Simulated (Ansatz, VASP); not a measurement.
**Mg3SnO4 in VASP and in Ansatz**

```xyz
16
Lattice="3.1096 0.0000 0.0000 0.0000 3.1096 0.0000 0.0000 0.0000 19.2306" Properties=species:S:1:pos:R:3 pbc="T T T"
Mg    1.5548    0.0000    3.1314
Mg    1.5548    0.0000   14.0381
Mg    1.5548    0.0000   18.1898
Mg    0.0000    1.5548   16.0993
Mg    0.0000    1.5548    5.1925
Mg    0.0000    1.5548    1.0409
Sn    1.5548    0.0000    7.8796
Sn    0.0000    1.5548   11.3511
O     1.5548    0.0000    1.0438
O     1.5548    0.0000    5.2417
O     1.5548    0.0000   12.0331
O     1.5548    0.0000   16.1095
O     0.0000    1.5548   18.1869
O     0.0000    1.5548    7.1976
O     0.0000    1.5548    3.1212
O     0.0000    1.5548   13.9889
```

Alike in both runs: functional PBE; k mesh 4 × 4 × 1; occupations gaussian, width 0.15 eV; no spin polarisation.

Ansatz relaxed the structure, and its values are those at the end. VASP's run is a single point on that final structure, the one shown.

|  | VASP | Ansatz |
| --- | --- | --- |
| version | VASP 6.6.1 | Ansatz 0.2.0 |
| potentials or method | VASP PAW PBE potentials, release 64 (Mg, Sn_d, O), cutoff 520 eV | scalar-relativistic, plane waves, PAW |
| valence electrons in the cell | 88 | 136 |

```csv
,VASP,Ansatz,Ansatz less VASP
gap on the k mesh at the Fermi level (eV),1.09,1.13,+0.038
least direct gap on the mesh (eV),1.67,1.69,+0.018
pressure (GPa),-0.7,-0.3,+0.42
rms of the force components (eV/Å),0.023,0.011,-0.0122
```

VASP's potentials hold 88 valence electrons a cell and Ansatz's 136, so a difference there can come from the potentials and not from the codes.

The k mesh is coarse, so the values compare programs but aren't converged.
